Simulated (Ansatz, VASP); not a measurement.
Ca2SeO in VASP and in Ansatz

File INCAR:

```
SYSTEM = Ca2SeO
PREC     = Accurate       ! precision mode
ENCUT    = 520            ! plane-wave cutoff, eV
EDIFF    = 1E-6           ! SCF threshold, eV
ISMEAR   = 0              ! smearing method
SIGMA    = 0.01           ! smearing width, eV
LREAL    = .FALSE.        ! projectors in reciprocal space
LASPH    = .TRUE.         ! aspherical terms in the spheres
NELM     = 60             ! most SCF steps
ALGO     = Normal         ! electronic algorithm
ISIF     = 2              ! what is computed and relaxed
LWAVE    = .FALSE.        ! write WAVECAR
LCHARG   = .FALSE.        ! write CHGCAR
GGA      = PE             ! functional
NBANDS   = 24             ! bands
```

The input KPOINTS:

```
Automatic mesh
0
G
  6 6 4
  0 0 0
```

POSCAR

```
Ca2SeO
1.0
    3.9795435920      0.0000000000      0.0000000000
    0.0000000000      3.9795435920      0.0000000000
    0.0000000000      0.0000000000      5.6340601790
O Ca Se
1 2 1
Direct
    0.0000000000      0.0000000000      0.0000000000
    0.0000000000      0.0000000000      0.5000000000
    0.5000000000      0.5000000000      0.0000000000
    0.5000000000      0.5000000000      0.5000000000
```

Input for Ansatz:

```yaml
crystal:
  lattice:
    - [3.979543592, 0.0, 0.0]
    - [0.0, 3.979543592, 0.0]
    - [0.0, 0.0, 5.634060179]
  atoms:
    - { symbol: O, position: [0.0, 0.0, 0.0] }
    - { symbol: Ca, position: [0.0, 0.0, 0.5] }
    - { symbol: Se, position: [0.5, 0.5, 0.5] }
    - { symbol: Ca, position: [0.5, 0.5, 0.0] }
kpoints:
  mp_grid: { grid: [6, 6, 4] }
hamiltonian:
  xc: pbe
scf:
  occupations: { method: fixed }
  n_extra_bands: 5
output:
  forces: true
  stress: true
  eigenvalues: true
```

Alike in both runs: task single point; functional PBE; k mesh 6 × 6 × 4; no spin polarisation.

```csv
,VASP,Ansatz
version,VASP 6.6.1,Ansatz 0.2.0
potentials or method,"VASP PAW PBE potentials, release 64 (O, Ca_sv, Se)","plane waves, PAW"
plane-wave cutoff (eV),520,420
occupations,"gaussian, width 0.01 eV",fixed
valence electrons in the cell,32,42
```

|  | VASP | Ansatz | Ansatz less VASP |
| --- | --- | --- | --- |
| gap on the k mesh at the Fermi level (eV) | 2.11 | 2.12 | +0.009 |
| pressure (GPa) | -3.0 | -3.1 | -0.18 |

VASP's potentials hold 32 valence electrons a cell and Ansatz's 42, so a difference there can come from the potentials and not from the codes.
